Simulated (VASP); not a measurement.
The system is CdSn2.

```
Cd Sn
1.0
    -1.94883    1.94883    4.78071
     1.94883   -1.94883    4.78071
     1.94883    1.94883   -4.78071
Cd Sn
1 2
Direct
  0.00000 0.00000 0.00000
  0.66500 0.66500 0.00000
  0.33500 0.33500 0.00000
```

```yaml
Program: VASP 6.6.1
Task: relaxation of cell and atoms
Functional: PBE
Potentials_or_basis: VASP PAW PBE potentials, release 64 (Cd, Sn_d)
Cutoff: 600 eV
k_mesh: 6 × 6 × 6
Occupations: gaussian, width 0.1 eV
Spin: no spin polarisation
```

At the start: pressure 5.8 GPa; volume 24.21 Å³/atom.

Q: How do energy, volume and symmetry change on relaxing?

A: Over 10 steps the energy falls by 45.0 meV/atom and the volume is 26.86 Å³/atom (+10.9 %); space group I4/mmm (No. 139, to 0.1 Å) before and after.

Step by step:
```
step  energy change (eV)  largest force (eV/Å)  pressure (GPa)  volume (Å³)
   1              0.0000                0.1690            5.78        72.63
   2             -0.1243                0.1111           -0.85        82.20
   3             -0.1288                0.1165           -0.02        80.47
   4             -0.1288                0.1151           -0.11        80.63
   5             -0.1300                0.0927           -0.07        80.61
   6             -0.1317                0.0514           -0.06        80.58
   7             -0.1322                0.0260            0.01        80.51
   8             -0.1325                0.0031            0.01        80.53
   9             -0.1332                0.0077            0.00        80.55
  10             -0.1349                0.0051            0.07        80.57
```

Final structure:
```yaml
crystal:
  lattice:
    - [-2.02873, 2.02873, 4.89416]
    - [2.02873, -2.02873, 4.89416]
    - [2.02873, 2.02873, -4.89416]
  atoms:
    - { symbol: Cd, position: [0.00000, 0.00000, 0.00000] }
    - { symbol: Sn, position: [0.67023, 0.67023, 0.00000] }
    - { symbol: Sn, position: [0.32977, 0.32977, 0.00000] }
```
